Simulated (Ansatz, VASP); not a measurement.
# Two plane-wave programs on Bi

INCAR

```
SYSTEM = Bi
ALGO     = Fast           ! electronic algorithm
EDIFF    = 1E-6           ! SCF threshold, eV
EDIFFG   = -0.01          ! ionic threshold
ENCUT    = 600            ! plane-wave cutoff, eV
GGA      = PS             ! functional
IBRION   = 2              ! ionic algorithm
ISIF     = 3              ! what is computed and relaxed
ISMEAR   = -1             ! smearing method
LASPH    = .TRUE.         ! aspherical terms in the spheres
LCHARG   = .FALSE.        ! write CHGCAR
LREAL    = .FALSE.        ! projectors in reciprocal space
LWAVE    = .FALSE.        ! write WAVECAR
NELM     = 100            ! most SCF steps
NSW      = 60             ! ionic steps
PREC     = Accurate       ! precision mode
SIGMA    = 0.05           ! smearing width, eV
```

File KPOINTS:

```
k-points
0
G
  6 6 4
  0 0 0
```

Contents of POSCAR:

```
Bi
1.0
    4.6584121839      0.0000000000      0.0000000000
    0.0000000000      4.5263885800      0.0000000000
   -0.3459734563      0.0000000000      6.5119480672
Bi
4
Direct
    0.2513749200      0.2500000000      0.7487333800
    0.7486250800      0.7500000000      0.2512666200
    0.2498876900      0.2500000000      0.2488803300
    0.7501123100      0.7500000000      0.7511196700
```

input.yaml

```yaml
crystal:
  lattice:
    - [4.6584121839, 0.0, 0.0]
    - [0.0, 4.52638858, 0.0]
    - [-0.3459734563, 0.0, 6.5119480672]
  atoms:
    - { symbol: Bi, position: [0.25137492, 0.25, 0.74873338] }
    - { symbol: Bi, position: [0.74862508, 0.75, 0.25126662] }
    - { symbol: Bi, position: [0.24988769, 0.25, 0.24888033] }
    - { symbol: Bi, position: [0.75011231, 0.75, 0.75111967] }
hamiltonian:
  xc: pbesol
  pseudopotentials: { kind: paw }
kpoints:
  mp_grid: { grid: [6, 6, 4] }
scf:
  occupations: { method: fermi_dirac, width: 0.05 }
output:
  forces: true
  stress: true
  eigenvalues: true
relax:
  f_tol: 0.01
  max_steps: 40
  cell: { stress_tol: 0.05 }
```

Alike in both runs: task relaxation of cell and atoms; functional PBEsol; k mesh 6 × 6 × 4; occupations fermi-dirac, width 0.05 eV; no spin polarisation.

```csv
,VASP,Ansatz
version,VASP 6.6.1,Ansatz 0.2.0
potentials or method,"VASP PAW PBE potentials, release 64 (Bi_d)",Ansatz PAW
plane-wave cutoff (eV),600,420
valence electrons in the cell,60,60
```

```csv
,VASP,Ansatz,Ansatz less VASP
"gap on the k mesh at the Fermi level, each at its own relaxed structure (eV)",none,none,-
relaxed volume (Å³/atom),33.41,33.42,+0.009
relaxed cell length with the largest relative difference (Å),4.524,4.528,+0.0036
```

VASP's potentials were made for PBE, not for PBEsol. A gap of «none» marks a metal or a gap that the smearing closes.

Spin-orbit coupling is off throughout. Noted on VASP's run: too few bands were computed for a metal, which touches its energy and stress. Noted on Ansatz's run: the plane-wave basis is chosen anew once the cell has moved, so the energies of steps on either side of that aren't comparable.
